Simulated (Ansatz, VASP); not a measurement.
Two plane-wave programs on CdS

File INCAR:

```
PREC = Accurate
ENCUT = 520
EDIFF = 1E-7
ISMEAR = 0
SIGMA = 0.01
LREAL = False
LASPH = True
NELM = 80
ALGO = Normal
ISIF = 2
LWAVE = False
LCHARG = True
GGA = CA
LELF = True
LVHAR = True
NBANDS = 46
```

File KPOINTS:

```
Automatic mesh
0
Gamma
  12 12 2
```

The input POSCAR:

```
CdS
1.0
    4.1605990978      0.0000000000      0.0000000000
   -2.0802995489      3.6031845137      0.0000000000
    0.0000000000      0.0000000000     13.5541938558
Cd S
4 4
Direct
    0.0000000000      0.0000000000     -0.0003495461
    0.3333333333      0.6666666667      0.2498897446
    0.0000000000      0.0000000000      0.4996504539
    0.6666666667      0.3333333333      0.7498897446
    0.0000000000      0.0000000000      0.1876440828
    0.3333333333      0.6666666667      0.4378157188
    0.0000000000      0.0000000000      0.6876440828
    0.6666666667      0.3333333333      0.9378157188
```

Input for Ansatz:

```yaml
crystal:
  lattice:
    - [4.1605990978, 0.0, 0.0]
    - [-2.0802995489, 3.6031845137, 0.0]
    - [0.0, 0.0, 13.5541938558]
  atoms:
    - { symbol: Cd, position: [0.0, 0.0, -0.0003495461] }
    - { symbol: Cd, position: [0.3333333333, 0.6666666667, 0.2498897446] }
    - { symbol: Cd, position: [0.0, 0.0, 0.4996504539] }
    - { symbol: Cd, position: [0.6666666667, 0.3333333333, 0.7498897446] }
    - { symbol: S, position: [0.0, 0.0, 0.1876440828] }
    - { symbol: S, position: [0.3333333333, 0.6666666667, 0.4378157188] }
    - { symbol: S, position: [0.0, 0.0, 0.6876440828] }
    - { symbol: S, position: [0.6666666667, 0.3333333333, 0.9378157188] }
kpoints:
  mp_grid: { grid: [12, 12, 2] }
  band_path:
    path:
      - [0.0, 0.0, 0.0]
      - [0.5, 0.0, 0.0]
      - [0.3333333333, 0.3333333333, 0.0]
      - [0.0, 0.0, 0.5]
      - [0.5, 0.0, 0.5]
      - [0.3333333333, 0.3333333333, 0.5]
    npoints: 1
hamiltonian:
  xc: lda
scf:
  occupations: { method: fixed }
  n_extra_bands: 6
output:
  forces: true
  stress: true
  eigenvalues: true
```

Alike in both runs: task single point; functional LDA; k mesh 12 × 12 × 2; no spin polarisation.

```csv
,VASP,Ansatz
version,VASP 6.6.1,Ansatz 0.2.0
potentials or method,"VASP PAW LDA potentials, release 64 (Cd, S)","plane waves, PAW"
plane-wave cutoff (eV),520,420
occupations,"gaussian, width 0.01 eV",fixed
valence electrons in the cell,72,104
```

|  | VASP | Ansatz | Ansatz less VASP |
| --- | --- | --- | --- |
| gap on the k mesh at the Fermi level (eV) | 0.88 | 0.85 | -0.027 |
| pressure (GPa) | -3.3 | -3.7 | -0.42 |

LDA's correlation is that of Perdew and Zunger in VASP and of Perdew and Wang (1992) in Ansatz. VASP's potentials hold 72 valence electrons a cell and Ansatz's 104, so a difference there can come from the potentials and not from the codes.
